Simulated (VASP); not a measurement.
# BeTe (F-43m) in VASP: a series of runs, part 2 of 2

VASP 6.6.1. Earlier steps stand in the parts before.

### Step 4. Single point, RPBE

This run uses another cell than the first one, of 23.35 Å³/atom, 1.242 times its volume.

The input, INCAR:

```
ALGO = Normal
EDIFF = 1E-6
ENCUT = 520
GGA = RP
ISIF = 2
ISMEAR = -1
LASPH = T
LCHARG = F
LREAL = F
LWAVE = F
NBANDS = 11
NELM = 100
PREC = Accurate
SIGMA = 0.05
```

The input, KPOINTS:

```
k-points
0
Gamma
  8 8 8
```

The input, POSCAR:

```
BeTe
1.0
    0.0000000000      2.8581978090      2.8581978090
    2.8581978090      0.0000000000      2.8581978090
    2.8581978090      2.8581978090      0.0000000000
Te Be
1 1
Direct
    0.7500000000      0.7500000000      0.7500000000
    0.0000000000      0.0000000000      0.0000000000
```

Potentials or basis: VASP PAW PBE potentials, release 64 (Te, Be).

Started as:

```
$ cat potpaw_PBE.64/Te/POTCAR potpaw_PBE.64/Be/POTCAR > POTCAR
$ mpirun -np 1 vasp_std > vasp.out
```

OUTCAR:

```text
EDIFF = 1E-6
   ENCUT = 520
   GGA = RP
   ISIF = 2
   ISMEAR = -1
   LASPH = T
   LREAL = F
   NELM = 100
   PREC = Accurate

 ion  position               nearest neighbor table
   1  0.750  0.750  0.750-   2 2.48   2 2.48   2 2.48   2 2.48
   2  0.000  0.000  0.000-   1 2.48   1 2.48   1 2.48   1 2.48

  LATTYP: Found a face centered cubic cell.
 ALAT       =     5.7163956180

  Lattice vectors:

 A1 = (   0.0000000000,   2.8581978090,   2.8581978090)
 A2 = (   2.8581978090,   0.0000000000,   2.8581978090)
 A3 = (   2.8581978090,   2.8581978090,   0.0000000000)

Analysis of symmetry for initial positions (statically):
=====================================================================
 Subroutine PRICEL returns:
 Original cell was already a primitive cell.

 Routine SETGRP: Setting up the symmetry group for a
 face centered cubic supercell.

 Subroutine GETGRP returns: Found 24 space group operations
 (whereof 24 operations were pure point group operations)
 out of a pool of 48 trial point group operations.

The static configuration has the point symmetry T_d .

Analysis of symmetry for dynamics (positions and initial velocities):
=====================================================================
 Subroutine PRICEL returns:
 Original cell was already a primitive cell.

 Routine SETGRP: Setting up the symmetry group for a
 face centered cubic supercell.

 Subroutine GETGRP returns: Found 24 space group operations
 (whereof 24 operations were pure point group operations)
 out of a pool of 48 trial point group operations.

The dynamic configuration has the point symmetry T_d .

 Subroutine INISYM returns: Found 24 space group operations
 (whereof 24 operations are pure point group operations),
 and found     1 'primitive' translations

----------------------------------------------------------------------------------------

[... 117 lines left out ...]
   GGA     = RP    functional components
   LHFCALC =     F    Hartree Fock is set to
   AEXX    =    0.0000 exact exchange contribution
   IVDW    =     0    specifies the selected vdW correction
   LEPSILON=     F    determine dielectric tensor
   LRPA    =     F    only Hartree local field effects (RPA)
 non-spin polarized calculation
  energy-cutoff  :      520.00
  volume of cell :       46.70
 maximum number of plane-waves:      1283
   NGX = 15   NGY = 15   NGZ = 15

 number of electron       8.0000000 magnetization

 Free energy of the ion-electron system (eV)
  ---------------------------------------------------
  ext. energy  EPLUGINS =         0.00000000
  ---------------------------------------------------
  free energy    TOTEN  =        -7.04564749 eV

  energy without entropy =       -7.04564749  energy(sigma->0) =       -7.04564749

 E-fermi :   5.6978     XC(G=0):  -8.7572

 val. band max:        4.6957810867   @ k =   0.0000   0.0000   0.0000
 cond. band min:       6.8750314979   @ k =   0.5000   0.5000   0.0000
 fundamental gap:      2.1792504113
 Fermi energy:         5.6978468528

 k-point     1 :       0.0000    0.0000    0.0000
  band No.  band energies     occupation
      1      -7.2918      2.00000
      2       4.6958      2.00000
      3       4.6958      2.00000
      4       4.6958      2.00000
      5       8.2866      0.00000
      6       8.3666      0.00000
      7       8.3666      0.00000
      8       8.3666      0.00000
      9      13.1086      0.00000
     10      14.8149      0.00000
     11      14.8149      0.00000
[... 309 lines left out ...]
 k-point    24 :      -0.3750    0.2500    0.1250
  band No.  band energies     occupation
      1      -5.8350      2.00000
      2      -0.1574      2.00000
      3       1.9693      2.00000
      4       2.9257      2.00000
      5       8.8992      0.00000
      6       9.1409      0.00000
      7      11.2559      0.00000
      8      12.3616      0.00000
      9      13.2108      0.00000
     10      16.1802      0.00000
     11      16.5704      0.00000

 [... further k-points ...]

------------------------ aborting loop because EDIFF is reached ----------------------------------------

  FORCE on cell =-STRESS in cart. coord.  units (eV):
  Direction    XX          YY          ZZ          XY          YZ          ZX
  --------------------------------------------------------------------------------------
  -------------------------------------------------------------------------------------
  Total        0.0272643      0.0272643      0.0272643      0.0000000     -0.0000000      0.0000000
  in kB        0.9354002      0.9354002      0.9354002      0.0000000     -0.0000000      0.0000000
  external PRESSURE =       0.9354002 kB  Pullay stress =       0.0000000 kB

 VOLUME and BASIS-vectors are now :
 -----------------------------------------------------------------------------
  energy-cutoff  :      520.00
  volume of cell :       46.70
      direct lattice vectors                 reciprocal lattice vectors
     0.000000000  2.858197809  2.858197809    -0.174935408  0.174935408  0.174935408
     2.858197809  0.000000000  2.858197809     0.174935408 -0.174935408  0.174935408
     2.858197809  2.858197809  0.000000000     0.174935408  0.174935408 -0.174935408

 POSITION                                       TOTAL-FORCE (eV/Angst)
 -----------------------------------------------------------------------------------
      4.28730      4.28730      4.28730        -0.000000     -0.000000     -0.000000
      0.00000      0.00000      0.00000         0.000000      0.000000      0.000000
 -----------------------------------------------------------------------------------
    total drift:                               -0.000000     -0.000000     -0.000000

  FREE ENERGIE OF THE ION-ELECTRON SYSTEM (eV)
  ---------------------------------------------------
  free  energy   TOTEN  =        -7.0456474902 eV

  energy  without entropy=       -7.0456474902  energy(sigma->0) =       -7.04564749
```

stdout:

```text
POSCAR found type information on POSCAR TeBe
 POSCAR found :  2 types and       2 ions
 scaLAPACK will be used
 -----------------------------------------------------------------------------
|                                                                             |
|                                                                             |
|     You enforced a specific xc type in the INCAR file but a different       |
|     I HOPE YOU KNOW WHAT YOU ARE DOING!                                     |
|                                                                             |
 -----------------------------------------------------------------------------

 LDA part: xc-table for (Slater+PW92), standard interpolation
 POSCAR, INCAR and KPOINTS ok, starting setup
 FFT: planning ... GRIDC
 FFT: planning ... GRID_SOFT
 FFT: planning ... GRID
 WAVECAR not read
 entering main loop
```

Run time: 7.4 s. Hardware: 1 thread of Intel Xeon 6975P-C (Granite Rapids), shared host; peak memory 0.17 GiB.

Results:

| Quantity | Value |
| --- | --- |
| Free energy | -7.0456 eV |
| Pressure | 0.1 GPa |
| Band gap on the k mesh | 2.18 eV, indirect (least direct gap 3.59 eV) |

Caveat: the PAW data sets were made with another functional, which shifts forces and pressure a little; spin-orbit coupling is left out, which moves the levels of the heavy elements. A k mesh can miss the band edges.

### Step 5. Relaxation of cell and atoms, PBEsol+D3(BJ)

This run uses another cell than the first one, of 21.25 Å³/atom, 1.130 times its volume.

The input, INCAR:

```
SYSTEM = BeTe
PREC = Accurate
ENCUT = 600
EDIFF = 1E-6
ISMEAR = -1
SIGMA = 0.05
LREAL = .False.
LASPH = .True.
NELM = 60
ALGO = Normal
ISIF = 3
LWAVE = .False.
LCHARG = .False.
GGA = PS
IVDW = 12
IBRION = 2
NSW = 80
EDIFFG = -0.02
```

The input, KPOINTS:

```
regular mesh
0
Gamma
  8 8 8
  0 0 0
```

The input, POSCAR:

```
BeTe
1.0
    0.0000000000      2.7700000000      2.7700000000
    2.7700000000      0.0000000000      2.7700000000
    2.7700000000      2.7700000000      0.0000000000
Te Be
1 1
Direct
    0.7500000000      0.7500000000      0.7500000000
    0.0000000000      0.0000000000      0.0000000000
```

Potentials or basis: VASP PAW PBE potentials, release 64 (Te, Be).

Started as:

```
$ cat potpaw_PBE.64/Te/POTCAR potpaw_PBE.64/Be/POTCAR > POTCAR
$ mpirun -np 1 vasp_std > vasp.out
```

OUTCAR:

```text
SYSTEM = BeTe
   PREC = Accurate
   ENCUT = 600
   EDIFF = 1E-6
   ISMEAR = -1
   LREAL = .False.
   LASPH = .True.
   NELM = 60
   ISIF = 3
   GGA = PS
   IVDW = 12
   IBRION = 2
   NSW = 80
   EDIFFG = -0.02
 IVDW          = 12

 ion  position               nearest neighbor table
   1  0.750  0.750  0.750-   2 2.40   2 2.40   2 2.40   2 2.40
   2  0.000  0.000  0.000-   1 2.40   1 2.40   1 2.40   1 2.40

  LATTYP: Found a face centered cubic cell.
 ALAT       =     5.5400000000

  Lattice vectors:

 A1 = (   0.0000000000,   2.7700000000,   2.7700000000)
 A2 = (   2.7700000000,   0.0000000000,   2.7700000000)
 A3 = (   2.7700000000,   2.7700000000,   0.0000000000)

Analysis of symmetry for initial positions (statically):
=====================================================================
 Subroutine PRICEL returns:
 Original cell was already a primitive cell.

 Routine SETGRP: Setting up the symmetry group for a
 face centered cubic supercell.

 Subroutine GETGRP returns: Found 24 space group operations
 (whereof 24 operations were pure point group operations)
 out of a pool of 48 trial point group operations.

The static configuration has the point symmetry T_d .

Analysis of symmetry for dynamics (positions and initial velocities):
=====================================================================
 Subroutine PRICEL returns:
 Original cell was already a primitive cell.

 Routine SETGRP: Setting up the symmetry group for a
 face centered cubic supercell.

 Subroutine GETGRP returns: Found 24 space group operations
 (whereof 24 operations were pure point group operations)
 out of a pool of 48 trial point group operations.

The dynamic configuration has the point symmetry T_d .

 Subroutine INISYM returns: Found 24 space group operations
 (whereof 24 operations are pure point group operations),
 and found     1 'primitive' translations

----------------------------------------------------------------------------------------

                                     Primitive cell

  volume of cell :      42.5079

  direct lattice vectors                    reciprocal lattice vectors
     0.000000000  2.770000000  2.770000000    -0.180505415  0.180505415  0.180505415
     2.770000000  0.000000000  2.770000000     0.180505415 -0.180505415  0.180505415
     2.770000000  2.770000000  0.000000000     0.180505415  0.180505415 -0.180505415

  length of vectors
     3.917371568  3.917371568  3.917371568     0.312644550  0.312644550  0.312644550

  position of ions in fractional coordinates (direct lattice)
     0.750000000  0.750000000  0.750000000
     0.000000000  0.000000000  0.000000000

  ion indices of the primitive-cell ions
   primitive index   ion index
                 1           1
                 2           2

----------------------------------------------------------------------------------------

 KPOINTS: regular mesh

Automatic generation of k-mesh.
 Grid dimensions read from file:
 generate k-points for:    8    8    8

 Generating k-lattice:

  Cartesian coordinates                     Fractional coordinates (reciprocal lattice)
    -0.022563177  0.022563177  0.022563177     0.125000000  0.000000000  0.000000000
     0.022563177 -0.022563177  0.022563177     0.000000000  0.125000000  0.000000000
     0.022563177  0.022563177 -0.022563177     0.000000000  0.000000000  0.125000000

  Length of vectors
     0.039080569  0.039080569  0.039080569

  Shift w.r.t. Gamma in fractional coordinates (k-lattice)
     0.000000000  0.000000000  0.000000000

 Subroutine IBZKPT returns following result:
 ===========================================

 Found     29 irreducible k-points:

 Following reciprocal coordinates:
            Coordinates               Weight
  0.000000  0.000000  0.000000      1.000000
  0.125000  0.000000  0.000000      8.000000
  0.250000  0.000000  0.000000      8.000000
  0.375000  0.000000  0.000000      8.000000
  0.500000  0.000000  0.000000      4.000000
  0.125000  0.125000  0.000000      6.000000
[... 16 lines left out ...]
  0.500000  0.250000  0.125000     48.000000
 -0.375000  0.250000  0.125000     24.000000
 [... further k-points ...]
   k-points           NKPTS =     29   k-points in BZ     NKDIM =     29   number of bands    NBANDS=      8
   number of dos      NEDOS =    301   number of ions     NIONS =      2
   total plane-waves  NPLWV =  32768
   dimension x,y,z NGX =    32 NGY =   32 NGZ =   32
   dimension x,y,z NGXF=    64 NGYF=   64 NGZF=   64
   ions per type =               1   1
   NGX,Y,Z   is equivalent  to a cutoff of  13.58, 13.58, 13.58 a.u.
   NGXF,Y,Z  is equivalent  to a cutoff of  27.16, 27.16, 27.16 a.u.
 SYSTEM =  BeTe
   PREC   = accura    normal or accurate (medium, high low for compatibility)
   ISTART =      0    job   : 0-new  1-cont  2-samecut
   ICHARG =      2    charge: 1-file 2-atom 10-const
   ISPIN  =      1    spin polarized calculation?
   LNONCOLLINEAR =      F non collinear calculations
   LSORBIT =      F    spin-orbit coupling
   LASPH  =      T    aspherical Exc in radial PAW
   ENCUT  =  600.0 eV  44.10 Ry    6.64 a.u.   7.82  7.82  7.82*2*pi/ulx,y,z
   NELM   =     60;   NELMIN=  2; NELMDL= -5     # of ELM steps
   EDIFF  = 0.1E-05   stopping-criterion for ELM
   LREAL  =      F    real-space projection
   EDIFFG = -.2E-01   stopping-criterion for IOM
   NSW    =     80    number of steps for IOM
   IBRION =      2    ionic relax: 0-MD 1-quasi-New 2-CG
   NFREE  =      1    steps in history (QN), initial steepest desc. (CG)
   ISIF   =      3    stress and relaxation
   ISYM   =      2    0-nonsym 1-usesym 2-fastsym
   POTIM  = 0.5000    time-step for ionic-motion
   TEBEG  =    0.0;   TEEND  =   0.0 temperature during run
   PSTRESS=    0.0 pullay stress
   NELECT =       8.0000    total number of electrons
   NUPDOWN=      -1.0000    fix difference up-down
   EMIN   =  10.00;   EMAX   =-10.00  energy-range for DOS
   EFERMI =   0.00;   METHOD = LEGACY
   ISMEAR =    -1;   SIGMA  =   0.05  broadening in eV -4-tet -1-fermi 0-gaus
   EFERMI_NEDOS =   21; number of points for ismear=-14 and -15
   IALGO  =     38    algorithm
   IMIX   =      4    mixing-type and parameters
     AMIX     =   0.40;   BMIX     =  1.00
     AMIX_MAG =   1.60;   BMIX_MAG =  1.00
  volume/ion in A,a.u.               =      21.25       143.43
  Fermi-wavevector in a.u.,A,eV,Ry     =   0.938170  1.772885 11.975354  0.880164
  Thomas-Fermi vector in A             =   2.065355
   LORBIT       =      0    0 simple, 1 ext, 2 COOP (PROOUT), +10 PAW based schemes
   GGA     = PS    functional components
   LHFCALC =     F    Hartree Fock is set to
   AEXX    =    0.0000 exact exchange contribution
   IVDW    =    12    specifies the selected vdW correction
   LEPSILON=     F    determine dielectric tensor
   LRPA    =     F    only Hartree local field effects (RPA)
 conjugate gradient relaxation of ions
 non-spin polarized calculation
  energy-cutoff  :      600.00
  volume of cell :       42.51
 maximum number of plane-waves:      1433
   NGX = 15   NGY = 15   NGZ = 15

 number of electron       8.0000000 magnetization

 Free energy of the ion-electron system (eV)
  ---------------------------------------------------
  ext. energy  EPLUGINS =         0.00000000
  ---------------------------------------------------
  free energy    TOTEN  =        -8.20301167 eV

  energy without entropy =       -8.20301167  energy(sigma->0) =       -8.20301167

 E-fermi :   6.4290     XC(G=0):  -9.3986

 val. band max:        5.5694021201   @ k =   0.0000   0.0000   0.0000
 cond. band min:       7.2971425965   @ k =   0.5000   0.5000   0.0000
 fundamental gap:      1.7277404764
 Fermi energy:         6.4290181366

 k-point     1 :       0.0000    0.0000    0.0000
  band No.  band energies     occupation
      1      -7.1007      2.00000
      2       5.5694      2.00000
      3       5.5694      2.00000
      4       5.5694      2.00000
      5       9.1234      0.00000
      6       9.1234      0.00000
      7       9.1234      0.00000
      8       9.6648      0.00000
[... 243 lines left out ...]
 k-point    24 :      -0.3750    0.2500    0.1250
  band No.  band energies     occupation
      1      -5.3588      2.00000
      2       0.1243      2.00000
      3       2.4742      2.00000
      4       3.5021      2.00000
      5       9.6896      0.00000
      6       9.9658      0.00000
      7      12.3808      0.00000
      8      13.4454      0.00000

 [... further k-points ...]

------------------------ aborting loop because EDIFF is reached ----------------------------------------

 Edisp (eV)   -0.63563

 E8    (eV) :    -0.4114

  FORCE on cell =-STRESS in cart. coord.  units (eV):
  Direction    XX          YY          ZZ          XY          YZ          ZX
  --------------------------------------------------------------------------------------
  -------------------------------------------------------------------------------------
  Total       0.03971     0.03971     0.03971     0.00000    -0.00000     0.00000
  in kB       1.49663     1.49663     1.49663     0.00000    -0.00000     0.00000
  external pressure =        1.50 kB  Pullay stress =        0.00 kB

 VOLUME and BASIS-vectors are now :
 -----------------------------------------------------------------------------
  energy-cutoff  :      600.00
  volume of cell :       42.51
      direct lattice vectors                 reciprocal lattice vectors
     0.000000000  2.770000000  2.770000000    -0.180505415  0.180505415  0.180505415
     2.770000000  0.000000000  2.770000000     0.180505415 -0.180505415  0.180505415
     2.770000000  2.770000000  0.000000000     0.180505415  0.180505415 -0.180505415

 POSITION                                       TOTAL-FORCE (eV/Angst)
 -----------------------------------------------------------------------------------
      4.15500      4.15500      4.15500        -0.000000     -0.000000     -0.000000
      0.00000      0.00000      0.00000         0.000000      0.000000      0.000000
 -----------------------------------------------------------------------------------
    total drift:                               -0.000000     -0.000000     -0.000000

  FREE ENERGIE OF THE ION-ELECTRON SYSTEM (eV)
  ---------------------------------------------------
  free  energy   TOTEN  =        -8.8386407048 eV

  energy  without entropy=       -8.8386407041  energy(sigma->0) =       -8.83864070

 reached required accuracy - stopping structural energy minimisation
```

It took 5.4 s on 1 thread of Intel Xeon 6975P-C (Granite Rapids), shared host; peak memory 0.19 GiB.

Results:

```
Free energy                : -8.8386 eV
Pressure after relaxing    : 0.1 GPa
Band gap on the k mesh     : 1.73 eV, indirect (least direct gap 3.55 eV)
Dispersion energy per atom : -0.318 eV
```

Final structure:
```
Te Be
1.0
     0.00000    2.77000    2.77000
     2.77000    0.00000    2.77000
     2.77000    2.77000    0.00000
Te Be
1 1
Direct
  0.75000 0.75000 0.75000
  0.00000 0.00000 0.00000
```

Levels at points of the mesh, in eV from the valence-band top:
```csv
k point,band 1,band 2,band 3,band 4,band 5,band 6,band 7,band 8
"(0.00, 0.00, 0.00)",-12.67,0.00,0.00,0.00,3.55,3.55,3.55,4.10
"(0.50, 0.00, 0.00)",-11.19,-5.90,-1.22,-1.22,3.17,4.53,4.53,7.64
"(0.50, 0.50, 0.00)",-10.65,-5.40,-2.85,-2.85,1.73,2.54,10.02,10.02
```

Caveat: the relaxation stopped at its first step, so nothing moved; the PAW data sets were made with another functional, which shifts forces and pressure a little; spin-orbit coupling is left out, which moves the levels of the heavy elements.

### Step 6. Overview

```csv
task,level,cell,cutoff (eV),gap on the mesh (eV),pressure (GPa)
single point,RPBE+D3(BJ),"a = 3.760 Å, angles 60.0°, 2 atoms",520,1.56,0.2
single point,PBEsol+D3(BJ),"a = 3.914 Å, angles 60.0°, 2 atoms",520,1.72,0.3
single point,RPBE,"a = 4.042 Å, angles 60.0°, 2 atoms",520,2.18,0.1
relaxation of cell and atoms,PBEsol+D3(BJ),"relaxed from a = 3.917 Å, angles 60.0°, 2 atoms",600,1.73,0.1
```

Alike in all rows: potentials or basis VASP PAW PBE potentials, release 64 (Te, Be); no spin polarisation; k mesh 8 × 8 × 8; smearing fermi-dirac 0.05 eV.

Caveats: the PAW data sets were made with another functional, which shifts forces and pressure a little; spin-orbit coupling is left out, which moves the levels of the heavy elements; the relaxation stopped at its first step, so nothing moved (some runs).

Absolute energies hang on the potentials; compare differences alone.
